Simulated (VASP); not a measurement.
# Al2Ru (Fddd) in VASP: a series of runs

The runs below take Al2Ru through single point, with PBEsol.

Everything below comes from runs of VASP 6.6.1. Logs are shortened: lines on timing, memory, paths and dates and some standing lists are left out, and cuts for length are marked.

### 1 The cell of the first run

Symmetry: Fddd, No. 70, orthorhombic system. Conventional cell: a = 4.705 Å, b = 7.980 Å, c = 8.783 Å, α = 90.00°, β = 90.00°, γ = 90.00°. Within 3.4 Å of Al (site symmetry 2) lie 5 Ru at 2.57 to 2.72 Å and 9 Al at 2.60 to 3.19 Å. Within 3.4 Å of Ru (site symmetry 222) lie 10 Al at 2.57 to 2.72 Å and 4 Ru at 3.19 Å.

### 2 Single point, PBEsol

Contents of INCAR:

```
SYSTEM = Al2Ru
ALGO = Normal
EDIFF = 1E-6
ENCUT = 520
GGA = PS
ISIF = 2
ISMEAR = 0
ISYM = 0
LASPH = .TRUE.
LCHARG = .FALSE.
LREAL = .FALSE.
LWAVE = .FALSE.
NBANDS = 29
NELM = 100
PREC = Accurate
SIGMA = 0.01
```

Contents of KPOINTS:

```
Automatic mesh
0
Gamma
  4 4 4
  0.5 0.5 0.5
```

Contents of POSCAR:

```
Al2Ru
1.0
    0.0000000000      3.9898374997      4.3915250777
    2.3524746913      0.0000000000      4.3915250777
    2.3524746913      3.9898374997      0.0000000000
Al Ru
4 2
Direct
    0.0790610300      0.4209389700      0.0790610300
    0.4209389700      0.0790610300      0.4209389700
    0.1709389700      0.8290610300      0.1709389700
    0.8290610300      0.1709389700      0.8290610300
    0.7500000000      0.7500000000      0.7500000000
    0.5000000000      0.5000000000      0.5000000000
```

Potentials or basis: VASP PAW PBE potentials, release 64 (Al, Ru_pv).

Command:

```
cat potpaw_PBE.64/Al/POTCAR potpaw_PBE.64/Ru_pv/POTCAR > POTCAR
mpirun -np 1 vasp_std > vasp.out
```

OUTCAR:

```text
SYSTEM = Al2Ru
   EDIFF = 1E-6
   ENCUT = 520
   GGA = PS
   ISIF = 2
   ISMEAR = 0
   ISYM = 0
   LASPH = .TRUE.
   LREAL = .FALSE.
   NELM = 100
   PREC = Accurate

 ion  position               nearest neighbor table
   1  0.079  0.421  0.079-   6 2.57   6 2.57   3 2.60   3 2.60   5 2.63   2 2.67   2 2.67   5 2.72
                             5 2.72   2 2.73   4 3.19   4 3.19   4 3.19   4 3.19
   2  0.421  0.079  0.421-   6 2.57   6 2.57   4 2.60   4 2.60   5 2.63   1 2.67   1 2.67   5 2.72
                             5 2.72   1 2.73   3 3.19   3 3.19   3 3.19   3 3.19
   3  0.171  0.829  0.171-   5 2.57   5 2.57   1 2.60   1 2.60   6 2.63   4 2.67   4 2.67   6 2.72
                             6 2.72   4 2.73   2 3.19   2 3.19   2 3.19   2 3.19
   4  0.829  0.171  0.829-   5 2.57   5 2.57   2 2.60   2 2.60   6 2.63   3 2.67   3 2.67   6 2.72
                             6 2.72   3 2.73   1 3.19   1 3.19   1 3.19   1 3.19
   5  0.750  0.750  0.750-   4 2.57   3 2.57   4 2.57   3 2.57   1 2.63   2 2.63   2 2.72   2 2.72
                             1 2.72   1 2.72   6 3.19   6 3.19   6 3.19   6 3.19
   6  0.500  0.500  0.500-   1 2.57   2 2.57   1 2.57   2 2.57   3 2.63   4 2.63   3 2.72   3 2.72
                             4 2.72   4 2.72   5 3.19   5 3.19   5 3.19   5 3.19

IMPORTANT INFORMATION: All symmetrisations will be switched off!
NOSYMM: (Re-)initialisation of all symmetry stuff for point group C_1.

----------------------------------------------------------------------------------------

                                     Primitive cell

  volume of cell :      82.4376

  direct lattice vectors                    reciprocal lattice vectors
     0.000000000  3.989837500  4.391525078    -0.212542138  0.125318387  0.113855663
     2.352474691  0.000000000  4.391525078     0.212542138 -0.125318387  0.113855663
     2.352474691  3.989837500  0.000000000     0.212542138  0.125318387 -0.113855663

  length of vectors
     5.933320806  4.981930317  4.631731906     0.271738791  0.271738791  0.271738791

  position of ions in fractional coordinates (direct lattice)
     0.079061030  0.420938970  0.079061030
     0.420938970  0.079061030  0.420938970
     0.170938970  0.829061030  0.170938970
     0.829061030  0.170938970  0.829061030
     0.750000000  0.750000000  0.750000000
     0.500000000  0.500000000  0.500000000

  ion indices of the primitive-cell ions
   primitive index   ion index
                 1           1
                 2           2
                 3           3
                 4           4
                 5           5
                 6           6

----------------------------------------------------------------------------------------

 KPOINTS: Automatic mesh

Automatic generation of k-mesh.
 Grid dimensions read from file:
 generate k-points for:    4    4    4

 Generating k-lattice:

  Cartesian coordinates                     Fractional coordinates (reciprocal lattice)
    -0.053135534  0.031329597  0.028463916     0.250000000  0.000000000  0.000000000
     0.053135534 -0.031329597  0.028463916     0.000000000  0.250000000  0.000000000
     0.053135534  0.031329597 -0.028463916     0.000000000  0.000000000  0.250000000

  Length of vectors
     0.067934698  0.067934698  0.067934698

  Shift w.r.t. Gamma in fractional coordinates (k-lattice)
     0.500000000  0.500000000  0.500000000

 Subroutine IBZKPT returns following result:
 ===========================================

 Found    128 irreducible k-points:

 Following reciprocal coordinates:
            Coordinates               Weight
  0.125000  0.125000  0.125000      2.000000
 -0.125000  0.000000  0.000000      2.000000
 -0.000000 -0.125000 -0.000000      2.000000
  0.000000  0.000000 -0.125000      2.000000
  0.375000  0.125000  0.125000      2.000000
 -0.375000 -0.250000 -0.250000      2.000000
[... 16 lines left out ...]
 -0.250000 -0.375000  0.000000      2.000000
  0.250000  0.250000 -0.125000      2.000000
 [... further k-points ...]
   k-points           NKPTS =    128   k-points in BZ     NKDIM =    128   number of bands    NBANDS=     29
   number of dos      NEDOS =    301   number of ions     NIONS =      6
   total plane-waves  NPLWV =  69120
   dimension x,y,z NGX =    48 NGY =   40 NGZ =   36
   dimension x,y,z NGXF=    96 NGYF=   80 NGZF=   72
   ions per type =               4   2
   NGX,Y,Z   is equivalent  to a cutoff of  13.45, 13.35, 12.92 a.u.
   NGXF,Y,Z  is equivalent  to a cutoff of  26.90, 26.70, 25.84 a.u.
 SYSTEM =  Al2Ru
   PREC   = accura    normal or accurate (medium, high low for compatibility)
   ISTART =      0    job   : 0-new  1-cont  2-samecut
   ICHARG =      2    charge: 1-file 2-atom 10-const
   ISPIN  =      1    spin polarized calculation?
   LNONCOLLINEAR =      F non collinear calculations
   LSORBIT =      F    spin-orbit coupling
   LASPH  =      T    aspherical Exc in radial PAW
   ENCUT  =  520.0 eV  38.22 Ry    6.18 a.u.  11.03  9.26  8.61*2*pi/ulx,y,z
   NELM   =    100;   NELMIN=  2; NELMDL= -5     # of ELM steps
   EDIFF  = 0.1E-05   stopping-criterion for ELM
   LREAL  =      F    real-space projection
   EDIFFG = 0.1E-04   stopping-criterion for IOM
   NSW    =      0    number of steps for IOM
   IBRION =     -1    ionic relax: 0-MD 1-quasi-New 2-CG
   NFREE  =      0    steps in history (QN), initial steepest desc. (CG)
   ISIF   =      2    stress and relaxation
   ISYM   =      0    0-nonsym 1-usesym 2-fastsym
   POTIM  = 0.5000    time-step for ionic-motion
   TEBEG  =    0.0;   TEEND  =   0.0 temperature during run
   PSTRESS=    0.0 pullay stress
   NELECT =      40.0000    total number of electrons
   NUPDOWN=      -1.0000    fix difference up-down
   EMIN   =  10.00;   EMAX   =-10.00  energy-range for DOS
   EFERMI =   0.00;   METHOD = LEGACY
   ISMEAR =     0;   SIGMA  =   0.01  broadening in eV -4-tet -1-fermi 0-gaus
   EFERMI_NEDOS =   21; number of points for ismear=-14 and -15
   IALGO  =     38    algorithm
   IMIX   =      4    mixing-type and parameters
     AMIX     =   0.40;   BMIX     =  1.00
     AMIX_MAG =   1.60;   BMIX_MAG =  1.00
  volume/ion in A,a.u.               =      13.74        92.72
  Fermi-wavevector in a.u.,A,eV,Ry     =   1.286430  2.431001 22.516327  1.654903
  Thomas-Fermi vector in A             =   2.418505
   LORBIT       =      0    0 simple, 1 ext, 2 COOP (PROOUT), +10 PAW based schemes
   GGA     = PS    functional components
   LHFCALC =     F    Hartree Fock is set to
   AEXX    =    0.0000 exact exchange contribution
   IVDW    =     0    specifies the selected vdW correction
   LEPSILON=     F    determine dielectric tensor
   LRPA    =     F    only Hartree local field effects (RPA)
 non-spin polarized calculation
 Gauss-broadening in eV      SIGMA  =   0.01
  energy-cutoff  :      520.00
  volume of cell :       82.44
 maximum number of plane-waves:      2231
 NGX is ok and might be reduce to    48
   NGX = 23   NGY = 19   NGZ = 17

 number of electron      40.0000001 magnetization

 Free energy of the ion-electron system (eV)
  ---------------------------------------------------
  ext. energy  EPLUGINS =         0.00000000
  ---------------------------------------------------
  free energy    TOTEN  =       -40.82928928 eV

  energy without entropy =      -40.82928928  energy(sigma->0) =      -40.82928928

 E-fermi :   9.9846     XC(G=0): -12.0074

 val. band max:        9.9054561423   @ k =   0.0000   0.0000  -0.1250
 cond. band min:      10.7333043810   @ k =   0.0000  -0.3750  -0.2500
 fundamental gap:      0.8278482388
 Fermi energy:         9.9845835603

 k-point     1 :       0.1250    0.1250    0.1250
  band No.  band energies     occupation
      1     -32.0723      2.00000
      2     -31.9981      2.00000
      3     -31.9800      2.00000
      4     -31.9377      2.00000
      5     -31.9259      2.00000
      6     -31.9208      2.00000
[... 21 lines left out ...]
     28      15.3867      0.00000
     29      15.8340      0.00000

 k-point     2 :      -0.1250    0.0000    0.0000
  band No.  band energies     occupation
      1     -32.0723      2.00000
      2     -31.9981      2.00000
      3     -31.9800      2.00000
      4     -31.9377      2.00000
      5     -31.9259      2.00000
      6     -31.9208      2.00000
[... 21 lines left out ...]
     28      15.3867      0.00000
     29      15.8340      0.00000

 k-point     3 :      -0.0000   -0.1250   -0.0000
  band No.  band energies     occupation
      1     -32.0723      2.00000
      2     -31.9981      2.00000
      3     -31.9800      2.00000
      4     -31.9377      2.00000
      5     -31.9259      2.00000
      6     -31.9208      2.00000
[... 21 lines left out ...]
     28      15.3867      0.00000
     29      15.8340      0.00000

 k-point     4 :       0.0000    0.0000   -0.1250
  band No.  band energies     occupation
      1     -32.0723      2.00000
      2     -31.9981      2.00000
      3     -31.9800      2.00000
      4     -31.9377      2.00000
      5     -31.9259      2.00000
      6     -31.9208      2.00000
[... 21 lines left out ...]
     28      15.3867      0.00000
     29      15.8340      0.00000

 k-point     5 :       0.3750    0.1250    0.1250
  band No.  band energies     occupation
      1     -32.0644      2.00000
      2     -32.0093      2.00000
      3     -31.9784      2.00000
      4     -31.9393      2.00000
      5     -31.9242      2.00000
      6     -31.9211      2.00000
[... 21 lines left out ...]
     28      15.8887      0.00000
     29      16.6123      0.00000
[... 510 lines left out ...]
     28      15.5790      0.00000
     29      16.4000      0.00000

 k-point    22 :      -0.3750   -0.2500   -0.0000
  band No.  band energies     occupation
      1     -32.0559      2.00000
      2     -32.0114      2.00000
      3     -31.9791      2.00000
      4     -31.9550      2.00000
      5     -31.9206      2.00000
      6     -31.9148      2.00000
[... 21 lines left out ...]
     28      15.5790      0.00000
     29      16.4000      0.00000

 k-point    23 :      -0.2500   -0.3750    0.0000
  band No.  band energies     occupation
      1     -32.0559      2.00000
      2     -32.0114      2.00000
      3     -31.9791      2.00000
      4     -31.9550      2.00000
      5     -31.9206      2.00000
      6     -31.9148      2.00000
[... 21 lines left out ...]
     28      15.5790      0.00000
     29      16.4000      0.00000

 k-point    24 :       0.2500    0.2500   -0.1250
  band No.  band energies     occupation
      1     -32.0559      2.00000
      2     -32.0114      2.00000
      3     -31.9791      2.00000
      4     -31.9550      2.00000
      5     -31.9206      2.00000
      6     -31.9148      2.00000
[... 21 lines left out ...]
     28      15.5790      0.00000
     29      16.4000      0.00000

 [... further k-points ...]
[... 5 lines left out ...]
  --------------------------------------------------------------------------------------
  -------------------------------------------------------------------------------------
  Total       -0.2072879     -0.1782829     -0.3085471      0.0000791     -0.0000980     -0.0001617
  in kB       -4.0286447     -3.4649326     -5.9966199      0.0015373     -0.0019049     -0.0031423
  external PRESSURE =      -4.4967324 kB  Pullay stress =       0.0000000 kB

 VOLUME and BASIS-vectors are now :
 -----------------------------------------------------------------------------
  energy-cutoff  :      520.00
  volume of cell :       82.44
      direct lattice vectors                 reciprocal lattice vectors
     0.000000000  3.989837500  4.391525078    -0.212542138  0.125318387  0.113855663
     2.352474691  0.000000000  4.391525078     0.212542138 -0.125318387  0.113855663
     2.352474691  3.989837500  0.000000000     0.212542138  0.125318387 -0.113855663

 POSITION                                       TOTAL-FORCE (eV/Angst)
 -----------------------------------------------------------------------------------
      1.17624      0.63088      2.19576        -0.000001     -0.016162      0.000001
      1.17624      3.35896      2.19576        -0.000001      0.016161     -0.000000
      2.35247      1.36404      4.39153        -0.000001      0.016166     -0.000000
      2.35247      6.61564      4.39153        -0.000001     -0.016167      0.000001
      3.52871      5.98476      6.58729         0.000001      0.000001      0.000002
      2.35247      3.98984      4.39153         0.000004      0.000001     -0.000003
 -----------------------------------------------------------------------------------
    total drift:                                0.000006      0.000003     -0.000001

  FREE ENERGIE OF THE ION-ELECTRON SYSTEM (eV)
  ---------------------------------------------------
  free  energy   TOTEN  =       -40.8292892848 eV

  energy  without entropy=      -40.8292892848  energy(sigma->0) =      -40.82928928
```

Run time: 3.4 min. Hardware: 1 thread of AMD EPYC 9R45 (Zen 5), shared host; peak memory 0.38 GiB.

What came out:

| Property | Result |
| --- | --- |
| Free energy | -40.8293 eV |
| Pressure | -0.4 GPa |
| Largest force | 0.016 eV/Å |
| Band gap on the k mesh | 0.83 eV, indirect (least direct gap 1.25 eV) |

Forces on the atoms (eV/Å):
```
Al   0.000 -0.016  0.000
Al   0.000  0.016  0.000
Al   0.000  0.016  0.000
Al   0.000 -0.016  0.000
Ru   0.000  0.000  0.000
Ru   0.000  0.000  0.000
```

Levels at points of the mesh, in eV from the valence-band top:
| k point | band 16 | band 17 | band 18 | band 19 | band 20 | band 21 | band 22 | band 23 | band 24 | band 25 |
| --- | --- | --- | --- | --- | --- | --- | --- | --- | --- | --- |
| (0.12, 0.12, 0.12) | -2.08 | -1.43 | -0.67 | -0.53 | 0.00 | 2.06 | 2.47 | 2.89 | 3.13 | 3.60 |

Caveat: the PAW data sets were made with another functional, which shifts forces and pressure a little. A k mesh can miss the band edges.

### 3 Single point, PBEsol

Contents of INCAR:

```
PREC     = Accurate       # precision mode
ENCUT    = 520            # plane-wave cutoff, eV
EDIFF    = 1E-7           # SCF threshold, eV
ISMEAR   = 0              # smearing method
SIGMA    = 0.01           # smearing width, eV
LREAL    = False          # projectors in reciprocal space
LASPH    = True           # aspherical terms in the spheres
NELM     = 100            # most SCF steps
ALGO     = Normal         # electronic algorithm
ISIF     = 2              # what is computed and relaxed
LWAVE    = False          # write WAVECAR
LCHARG   = False          # write CHGCAR
GGA      = PS             # functional
NBANDS   = 29             # bands
```

Contents of KPOINTS:

```
regular mesh
0
Gamma
  6 6 6
```

POSCAR is that of step 2.

Potentials or basis: VASP PAW PBE potentials, release 64 (Al, Ru_pv).

Command:

```
cat potpaw_PBE.64/Al/POTCAR potpaw_PBE.64/Ru_pv/POTCAR > POTCAR
mpirun -np 1 vasp_std > vasp.out
```

It took 80 s on 1 thread of AMD EPYC 9R45 (Zen 5), shared host; peak memory 0.25 GiB.

The run converged. Its results:

```
Free energy            : -40.8306 eV
Pressure               : -0.4 GPa
Largest force          : 0.015 eV/Å
Band gap on the k mesh : 0.08 eV, indirect (least direct gap 1.22 eV)
```

Forces in eV/Å, atoms in the order of the input:
```
Al   0.000 -0.015  0.000
Al   0.000  0.015  0.000
Al   0.000  0.015  0.000
Al   0.000 -0.015  0.000
Ru   0.000  0.000  0.000
Ru   0.000  0.000  0.000
```

Stress tensor (GPa, compression positive):
```
-0.46  0.00  0.00
 0.00 -0.31  0.00
 0.00  0.00 -0.58
```

Levels at points of the mesh, in eV from the valence-band top:
| k point | band 16 | band 17 | band 18 | band 19 | band 20 | band 21 | band 22 | band 23 | band 24 | band 25 |
| --- | --- | --- | --- | --- | --- | --- | --- | --- | --- | --- |
| (0.00, 0.00, 0.00) | -2.96 | -2.01 | -1.25 | -1.22 | 0.00 | 1.67 | 2.29 | 2.35 | 2.60 | 2.78 |
| (0.50, 0.00, 0.00) | -2.53 | -2.18 | -2.11 | -1.14 | -0.89 | 0.34 | 0.72 | 1.83 | 3.26 | 4.22 |
| (0.50, 0.50, 0.00) | -2.34 | -1.59 | -1.59 | -1.35 | -1.35 | 2.25 | 2.25 | 2.47 | 2.47 | 3.63 |
| (0.50, 0.00, 0.50) | -2.78 | -2.29 | -2.29 | -1.44 | -1.44 | 1.75 | 1.75 | 2.41 | 2.41 | 3.22 |
| (0.00, 0.50, 0.50) | -2.85 | -2.51 | -2.51 | -1.27 | -1.27 | 0.35 | 0.35 | 4.65 | 4.65 | 4.82 |

Caveat: the PAW data sets were made with another functional, which shifts forces and pressure a little.
